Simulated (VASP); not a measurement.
# Si16B (a cell with a defect) in VASP: relaxation of the atoms with PBE+D3(BJ)

Aim: the relaxation of the atoms of Si16B (a cell with a defect) with PBE+D3(BJ).

Program: VASP 6.6.1. These are calculated values, not measurements. Logs are shortened: lines on timing, memory, paths and dates and some standing lists are left out, and cuts for length are marked.

## 1. The cell of the first run

The cell holds a defect, 17 atoms: a = 7.679 Å, b = 7.679 Å, c = 7.679 Å, α = 60.00°, β = 60.00°, γ = 60.00°.

## 2. Relaxation of the atoms, PBE+D3(BJ), collinear spin

Input file INCAR:

```
SYSTEM = Si16B
PREC     = Accurate       ! precision mode
ENCUT    = 520            ! plane-wave cutoff, eV
EDIFF    = 1E-6           ! SCF threshold, eV
ISMEAR   = -1             ! smearing method
SIGMA    = 0.05           ! smearing width, eV
LREAL    = Auto         
LASPH    = .True.         ! aspherical terms in the spheres
NELM     = 150            ! most SCF steps
ALGO     = Normal         ! electronic algorithm
ISIF     = 2              ! what is computed and relaxed
LWAVE    = .False.        ! write WAVECAR
LCHARG   = .False.        ! write CHGCAR
ISPIN    = 2              ! spin polarisation
MAGMOM   = 0 0 0 0 0 0 0 0 0 0 0 0 0 0 0 0 1 ! initial moments
LORBIT   = 11             ! projections on sites
GGA      = PE             ! functional
IVDW     = 12             ! dispersion correction
IBRION   = 2              ! ionic algorithm
NSW      = 45             ! ionic steps
EDIFFG   = -0.08          ! ionic threshold
KPAR     = 2
```

Input file KPOINTS:

```
regular mesh
0
Gamma
  2 2 2
  0 0 0
```

Input file POSCAR:

```
Si16B
1.0
    0.0000000000      5.4300000000      5.4300000000
    5.4300000000      0.0000000000      5.4300000000
    5.4300000000      5.4300000000      0.0000000000
Si B
16 1
Direct
    0.0000000000      0.0000000000      0.0000000000
    0.1250000000      0.1250000000      0.1250000000
    0.0000000000      0.0000000000      0.5000000000
    0.1250000000      0.1250000000      0.6250000000
    0.0000000000      0.5000000000      0.0000000000
    0.1250000000      0.6250000000      0.1250000000
    0.0000000000      0.5000000000      0.5000000000
    0.1250000000      0.6250000000      0.6250000000
    0.5000000000      0.0000000000      0.0000000000
    0.6250000000      0.1250000000      0.1250000000
    0.5000000000      0.0000000000      0.5000000000
    0.6250000000      0.1250000000      0.6250000000
    0.5000000000      0.5000000000      0.0000000000
    0.6250000000      0.6250000000      0.1250000000
    0.5000000000      0.5000000000      0.5000000000
    0.6250000000      0.6250000000      0.6250000000
    0.0572127000      0.3095724000      0.8273621000
```

Potentials or basis: VASP PAW PBE potentials, release 64 (Si, B).

Command:

```
cat potpaw_PBE.64/Si/POTCAR potpaw_PBE.64/B/POTCAR > POTCAR
mpirun -np 4 vasp_std > vasp.out
```

OUTCAR:

```text
SYSTEM = Si16B
   PREC = Accurate
   ENCUT = 520
   EDIFF = 1E-6
   ISMEAR = -1
   LREAL = Auto
   LASPH = .True.
   NELM = 150
   ISIF = 2
   ISPIN = 2
   LORBIT = 11
   GGA = PE
   IVDW = 12
   IBRION = 2
   NSW = 45
   EDIFFG = -0.08
 IVDW          = 12

 ion  position               nearest neighbor table
   1  0.000  0.000  0.000-  17 2.22   4 2.35   6 2.35  10 2.35   2 2.35
   2  0.125  0.125  0.125-  17 2.17   3 2.35   5 2.35   9 2.35   1 2.35
   3  0.000  0.000  0.500-   2 2.35   4 2.35   8 2.35  12 2.35
   4  0.125  0.125  0.625-  17 2.31   3 2.35   7 2.35  11 2.35   1 2.35
   5  0.000  0.500  0.000-  17 2.19   6 2.35   8 2.35  14 2.35   2 2.35
   6  0.125  0.625  0.125-   1 2.35   5 2.35   7 2.35  13 2.35
   7  0.000  0.500  0.500-  17 2.33   6 2.35   8 2.35  16 2.35   4 2.35
   8  0.125  0.625  0.625-  17 2.29   5 2.35   7 2.35  15 2.35   3 2.35
   9  0.500  0.000  0.000-   2 2.35  10 2.35  12 2.35  14 2.35
  10  0.625  0.125  0.125-   1 2.35   9 2.35  11 2.35  13 2.35
  11  0.500  0.000  0.500-   4 2.35  10 2.35  12 2.35  16 2.35
  12  0.625  0.125  0.625-   3 2.35   9 2.35  11 2.35  15 2.35
  13  0.500  0.500  0.000-   6 2.35  10 2.35  14 2.35  16 2.35
  14  0.625  0.625  0.125-   5 2.35   9 2.35  13 2.35  15 2.35
  15  0.500  0.500  0.500-   8 2.35  12 2.35  14 2.35  16 2.35
  16  0.625  0.625  0.625-   7 2.35  11 2.35  13 2.35  15 2.35
  17  0.057  0.310  0.827-   2 2.17   5 2.19   1 2.22   8 2.29   4 2.31   7 2.33

  LATTYP: Found a face centered cubic cell.
 ALAT       =    10.8600000000

  Lattice vectors:

 A1 = (   0.0000000000,   5.4300000000,   5.4300000000)
 A2 = (   5.4300000000,   0.0000000000,   5.4300000000)
 A3 = (   5.4300000000,   5.4300000000,   0.0000000000)

Analysis of symmetry for initial positions (statically):
=====================================================================
 Subroutine PRICEL returns:
 Original cell was already a primitive cell.

 Routine SETGRP: Setting up the symmetry group for a
 face centered cubic supercell.

 Subroutine GETGRP returns: Found  1 space group operations
 (whereof  1 operations were pure point group operations)
 out of a pool of 48 trial point group operations.

The static configuration has the point symmetry C_1 .

Analysis of symmetry for dynamics (positions and initial velocities):
=====================================================================
 Subroutine PRICEL returns:
 Original cell was already a primitive cell.

 Routine SETGRP: Setting up the symmetry group for a
 face centered cubic supercell.

 Subroutine GETGRP returns: Found  1 space group operations
 (whereof  1 operations were pure point group operations)
 out of a pool of 48 trial point group operations.

The dynamic configuration has the point symmetry C_1 .

Analysis of structural, dynamic, and magnetic symmetry:
=====================================================================
 Subroutine PRICEL returns:
 Original cell was already a primitive cell.

 Routine SETGRP: Setting up the symmetry group for a
 face centered cubic supercell.

 Subroutine GETGRP returns: Found  1 space group operations
 (whereof  1 operations were pure point group operations)
 out of a pool of 48 trial point group operations.

The overall configuration has the point symmetry C_1 .

 Subroutine INISYM returns: Found  1 space group operations
 (whereof  1 operations are pure point group operations),
 and found     1 'primitive' translations

----------------------------------------------------------------------------------------

                                     Primitive cell

  volume of cell :     320.2060

  direct lattice vectors                    reciprocal lattice vectors
     0.000000000  5.430000000  5.430000000    -0.092081031  0.092081031  0.092081031
     5.430000000  0.000000000  5.430000000     0.092081031 -0.092081031  0.092081031
     5.430000000  5.430000000  0.000000000     0.092081031  0.092081031 -0.092081031

  length of vectors
     7.679179644  7.679179644  7.679179644     0.159489025  0.159489025  0.159489025

  position of ions in fractional coordinates (direct lattice)
     0.000000000  0.000000000  0.000000000
     0.125000000  0.125000000  0.125000000
     0.000000000  0.000000000  0.500000000
     0.125000000  0.125000000  0.625000000
     0.000000000  0.500000000  0.000000000
     0.125000000  0.625000000  0.125000000
[... 9 lines left out ...]
     0.625000000  0.625000000  0.625000000
     0.057212700  0.309572400  0.827362100

  ion indices of the primitive-cell ions
   primitive index   ion index
                 1           1
                 2           2
                 3           3
                 4           4
                 5           5
                 6           6
[... 9 lines left out ...]
                16          16
                17          17

----------------------------------------------------------------------------------------

 KPOINTS: regular mesh

Automatic generation of k-mesh.
 Grid dimensions read from file:
 generate k-points for:    2    2    2

 Generating k-lattice:

  Cartesian coordinates                     Fractional coordinates (reciprocal lattice)
    -0.046040516  0.046040516  0.046040516     0.500000000  0.000000000  0.000000000
     0.046040516 -0.046040516  0.046040516     0.000000000  0.500000000  0.000000000
     0.046040516  0.046040516 -0.046040516     0.000000000  0.000000000  0.500000000

  Length of vectors
     0.079744512  0.079744512  0.079744512

  Shift w.r.t. Gamma in fractional coordinates (k-lattice)
     0.000000000  0.000000000  0.000000000

 Subroutine IBZKPT returns following result:
 ===========================================

 Found      8 irreducible k-points:

 Following reciprocal coordinates:
            Coordinates               Weight
  0.000000  0.000000  0.000000      1.000000
  0.500000  0.000000  0.000000      1.000000
  0.000000  0.500000  0.000000      1.000000
  0.000000  0.000000  0.500000      1.000000
  0.500000  0.500000  0.500000      1.000000
  0.500000  0.500000  0.000000      1.000000
  0.000000  0.500000  0.500000      1.000000
  0.500000  0.000000  0.500000      1.000000
   k-points           NKPTS =      8   k-points in BZ     NKDIM =      8   number of bands    NBANDS=     44
   number of dos      NEDOS =    301   number of ions     NIONS =     17
   total plane-waves  NPLWV = 216000
   dimension x,y,z NGX =    60 NGY =   60 NGZ =   60
   dimension x,y,z NGXF=   120 NGYF=  120 NGZF=  120
   ions per type =              16   1
   NGX,Y,Z   is equivalent  to a cutoff of  12.99, 12.99, 12.99 a.u.
   NGXF,Y,Z  is equivalent  to a cutoff of  25.98, 25.98, 25.98 a.u.
 SYSTEM =  Si16B
   PREC   = accura    normal or accurate (medium, high low for compatibility)
   ISTART =      0    job   : 0-new  1-cont  2-samecut
   ICHARG =      2    charge: 1-file 2-atom 10-const
   ISPIN  =      2    spin polarized calculation?
   LNONCOLLINEAR =      F non collinear calculations
   LSORBIT =      F    spin-orbit coupling
   LASPH  =      T    aspherical Exc in radial PAW
   ENCUT  =  520.0 eV  38.22 Ry    6.18 a.u.  14.28 14.28 14.28*2*pi/ulx,y,z
   NELM   =    150;   NELMIN=  2; NELMDL= -5     # of ELM steps
   EDIFF  = 0.1E-05   stopping-criterion for ELM
   LREAL  =      T    real-space projection
   EDIFFG = -.8E-01   stopping-criterion for IOM
   NSW    =     45    number of steps for IOM
   IBRION =      2    ionic relax: 0-MD 1-quasi-New 2-CG
   NFREE  =      1    steps in history (QN), initial steepest desc. (CG)
   ISIF   =      2    stress and relaxation
   ISYM   =      2    0-nonsym 1-usesym 2-fastsym
   POTIM  = 0.5000    time-step for ionic-motion
   TEBEG  =    0.0;   TEEND  =   0.0 temperature during run
   PSTRESS=    0.0 pullay stress
   NELECT =      67.0000    total number of electrons
   NUPDOWN=      -1.0000    fix difference up-down
   EMIN   =  10.00;   EMAX   =-10.00  energy-range for DOS
   EFERMI =   0.00;   METHOD = LEGACY
   ISMEAR =    -1;   SIGMA  =   0.05  broadening in eV -4-tet -1-fermi 0-gaus
   EFERMI_NEDOS =   21; number of points for ismear=-14 and -15
   IALGO  =     38    algorithm
   IMIX   =      4    mixing-type and parameters
     AMIX     =   0.40;   BMIX     =  1.00
     AMIX_MAG =   1.60;   BMIX_MAG =  1.00
  volume/ion in A,a.u.               =      18.84       127.11
  Fermi-wavevector in a.u.,A,eV,Ry     =   0.971904  1.836632 12.852022  0.944597
  Thomas-Fermi vector in A             =   2.102159
   LORBIT       =     11    0 simple, 1 ext, 2 COOP (PROOUT), +10 PAW based schemes
   GGA     = PE    functional components
   LHFCALC =     F    Hartree Fock is set to
   AEXX    =    0.0000 exact exchange contribution
   IVDW    =    12    specifies the selected vdW correction
   LEPSILON=     F    determine dielectric tensor
   LRPA    =     F    only Hartree local field effects (RPA)
 conjugate gradient relaxation of ions
 spin polarized calculation
  energy-cutoff  :      520.00
  volume of cell :      320.21
 maximum number of plane-waves:      8646
 NGX is ok and might be reduce to    60
   NGX = 29   NGY = 29   NGZ = 29

--------------------------------------- Ionic step        1  -------------------------------------------

 number of electron      67.0000003 magnetization       0.0027771

 Free energy of the ion-electron system (eV)
  ---------------------------------------------------
  ext. energy  EPLUGINS =         0.00000000
  ---------------------------------------------------
  free energy    TOTEN  =       -88.59600990 eV

  energy without entropy =      -88.53412155  energy(sigma->0) =      -88.56506572

------------------------ aborting loop because EDIFF is reached ----------------------------------------

 Edisp (eV)   -5.32738

 E8    (eV) :    -2.1953
[... 382 lines left out ...]
 number of electron      67.0000000 magnetization      -0.0000009

 number of electron      67.0000000 magnetization       0.0000002

 Free energy of the ion-electron system (eV)
  ---------------------------------------------------
  ext. energy  EPLUGINS =         0.00000000
  ---------------------------------------------------
  free energy    TOTEN  =       -88.74736098 eV

  energy without entropy =      -88.69357127  energy(sigma->0) =      -88.72046613

 E-fermi :   6.3220     XC(G=0):  -9.5683

 val. band max:        6.3158346232   @ k =   0.5000   0.0000   0.5000
 cond. band min:       6.3295247553   @ k =   0.0000   0.5000   0.0000
 fundamental gap:      0.0136901321
 Fermi energy:         6.3219532430

 spin component 1

 k-point     1 :       0.0000    0.0000    0.0000
  band No.  band energies     occupation
      1      -6.4007      1.00000
      2      -4.2646      1.00000
      3      -3.9922      1.00000
      4      -3.9884      1.00000
      5      -3.5564      1.00000
      6      -2.5213      1.00000
[... 365 lines left out ...]
     43       9.6360      0.00000
     44       9.9637      0.00000
 Fermi energy:         6.3219532430

 spin component 2

 k-point     1 :       0.0000    0.0000    0.0000
  band No.  band energies     occupation
      1      -6.4007      1.00000
      2      -4.2646      1.00000
      3      -3.9922      1.00000
      4      -3.9884      1.00000
      5      -3.5564      1.00000
      6      -2.5213      1.00000
[... 413 lines left out ...]
  FREE ENERGIE OF THE ION-ELECTRON SYSTEM (eV)
  ---------------------------------------------------
  free  energy   TOTEN  =       -94.0741095508 eV

  energy  without entropy=      -94.0203198360  energy(sigma->0) =      -94.04721469

 reached required accuracy - stopping structural energy minimisation

 total charge

# of ion       s       p       d       tot
------------------------------------------
    1        0.742   0.928   0.000   1.670
    2        0.743   0.927   0.000   1.670
    3        0.762   0.908   0.000   1.670
    4        0.743   0.928   0.000   1.670
    5        0.742   0.928   0.000   1.670
    6        0.762   0.908   0.000   1.670
[... 9 lines left out ...]
   16        0.742   0.963   0.000   1.705
   17        0.722   0.960   0.000   1.681
--------------------------------------------------
tot         12.642  16.043   0.000  28.685

 magnetization (x)

# of ion       s       p       d       tot
------------------------------------------
    1       -0.000  -0.000   0.000  -0.000
    2       -0.000  -0.000   0.000  -0.000
    3       -0.000  -0.000   0.000  -0.000
    4       -0.000  -0.000   0.000  -0.000
    5       -0.000  -0.000   0.000  -0.000
    6        0.000  -0.000   0.000  -0.000
[... 9 lines left out ...]
   16        0.000   0.000   0.000   0.000
   17       -0.000  -0.000   0.000  -0.000
--------------------------------------------------
tot         -0.000  -0.000   0.000  -0.000
```

It took 11 min on 4 MPI ranks of Intel Xeon Platinum 8259CL at 2.50GHz (Skylake/Cascade Lake), shared host; peak memory 0.47 GiB.

Results:

- Free energy: -94.0741 eV
- Energy gained by relaxing: 8.9 meV/atom
- Ionic steps: 8
- Pressure after relaxing: -0.2 GPa
- Largest force after relaxing: 0.069 eV/Å
- Net moment: 0.00 μB per cell
- Valence electrons inside the program's atomic spheres: Si 1.67, 1.71, 1.70 (each value once); B 1.68
- Dispersion energy per atom: -0.313 eV

Forces in eV/Å, atoms in the order of the input:
```
Si   0.003  0.011  0.028
Si   0.008 -0.026 -0.007
Si  -0.024 -0.005  0.020
Si   0.044  0.005 -0.012
Si  -0.024  0.009 -0.001
Si   0.000 -0.023 -0.005
Si  -0.002  0.041  0.005
Si   0.013  0.006 -0.042
Si   0.000 -0.008  0.000
Si   0.000 -0.004  0.009
Si   0.020  0.001  0.003
Si  -0.005  0.020  0.007
Si   0.019 -0.009 -0.017
Si  -0.007 -0.002  0.001
Si  -0.002  0.001 -0.018
Si   0.005  0.019 -0.006
B   -0.049 -0.033  0.036
```

The path:
| step | energy change (eV) | largest force (eV/Å) | pressure (GPa) |
| --- | --- | --- | --- |
| 1 | 0.0000 | 0.7413 | -0.21 |
| 2 | -0.1242 | 0.2630 | -0.17 |
| 3 | -0.1350 | 0.3001 | -0.13 |
| 4 | -0.1481 | 0.1078 | -0.13 |
| 5 | -0.1481 | 0.1082 | -0.13 |
| 6 | -0.1493 | 0.0980 | -0.14 |
| 7 | -0.1498 | 0.0846 | -0.16 |
| 8 | -0.1507 | 0.0691 | -0.16 |

Final structure:
```
CELL_PARAMETERS angstrom
0.00000 5.43000 5.43000
5.43000 0.00000 5.43000
5.43000 5.43000 0.00000
ATOMIC_POSITIONS crystal
Si 0.99225 0.00582 0.00098
Si 0.13324 0.12354 0.11981
Si 0.99374 0.00170 0.50291
Si 0.13132 0.12498 0.62474
Si 0.99186 0.50127 0.00142
Si 0.13158 0.62268 0.12344
Si 0.99358 0.50012 0.50604
Si 0.13154 0.61884 0.62474
Si 0.50388 0.99873 0.99888
Si 0.62148 0.12598 0.12685
Si 0.50239 0.99884 0.49972
Si 0.61996 0.12675 0.62652
Si 0.50553 0.49817 0.99808
Si 0.62113 0.62593 0.12693
Si 0.50253 0.49903 0.49977
Si 0.62253 0.62587 0.62588
B 0.05866 0.31132 0.82065
```

Caveat: the k points lie up to 0.50 Å⁻¹ apart; the relaxation stopped at a loose force limit of 0.08 eV/Å, so its end isn't a converged minimum.
